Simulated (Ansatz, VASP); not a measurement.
K in VASP and in Ansatz

Contents of INCAR:

```
PREC     = Accurate       # precision mode
ENCUT    = 520            # plane-wave cutoff, eV
EDIFF    = 1E-6           # SCF threshold, eV
ISMEAR   = -1             # smearing method
SIGMA    = 0.1            # smearing width, eV
LREAL    = False          # projectors in reciprocal space
LASPH    = True           # aspherical terms in the spheres
NELM     = 80             # most SCF steps
ALGO     = Normal         # electronic algorithm
ISIF     = 2              # what is computed and relaxed
LWAVE    = False          # write WAVECAR
LCHARG   = False          # write CHGCAR
GGA      = PS             # functional
NBANDS   = 26             # bands
```

Contents of KPOINTS:

```
regular mesh
0
Gamma
  9 9 3
```

POSCAR

```
K
1.0
    4.4607537237      0.0000000000      0.0000000000
   -2.2303768618      3.8631260447      0.0000000000
    0.0000000000      0.0000000000     14.5688216615
K
4
Direct
    0.0000000000      0.0000000000      0.0000000000
    0.0000000000      0.0000000000      0.5000000000
    0.3333333333      0.6666666667      0.2500000000
    0.6666666667      0.3333333333      0.7500000000
```

Input for Ansatz:

```yaml
crystal:
  lattice:
    - [4.4607537237, 0.0, 0.0]
    - [-2.2303768618, 3.8631260447, 0.0]
    - [0.0, 0.0, 14.5688216615]
  atoms:
    - { symbol: K, position: [0.0, 0.0, 0.0] }
    - { symbol: K, position: [0.0, 0.0, 0.5] }
    - { symbol: K, position: [0.3333333333, 0.6666666667, 0.25] }
    - { symbol: K, position: [0.6666666667, 0.3333333333, 0.75] }
hamiltonian:
  xc: pbesol
  pseudopotentials:
    kind: paw
    azcp:
      K: "pseudopotentials/K.paw.azcp"
basis:
  ecutwfc: 420
  fft_grid_basis: typed
kpoints:
  mp_grid: { grid: [9, 9, 3], shift: [0, 0, 0] }
magnetization:
  spin_polarized: false
scf:
  occupations: { method: fermi_dirac, width: 0.1 }
  lower_state_search: "off"
output:
  stress: true
```

Alike in both runs: task single point; functional PBEsol; k mesh 9 × 9 × 3; occupations fermi-dirac, width 0.1 eV; no spin polarisation.

|  | VASP | Ansatz |
| --- | --- | --- |
| version | VASP 6.6.1 | Ansatz 0.2.0 |
| potentials or method | VASP PAW PBE potentials, release 64 (K_sv), cutoff 520 eV | plane waves (420 eV) with PAW, scalar-relativistic |
| valence electrons in the cell | 36 | 36 |

```tsv
	VASP	Ansatz	Ansatz less VASP
pressure (GPa)	0.6	0.6	+0.01
```

VASP's potentials were made for PBE, not for PBEsol, and Ansatz warns of the same on its side.
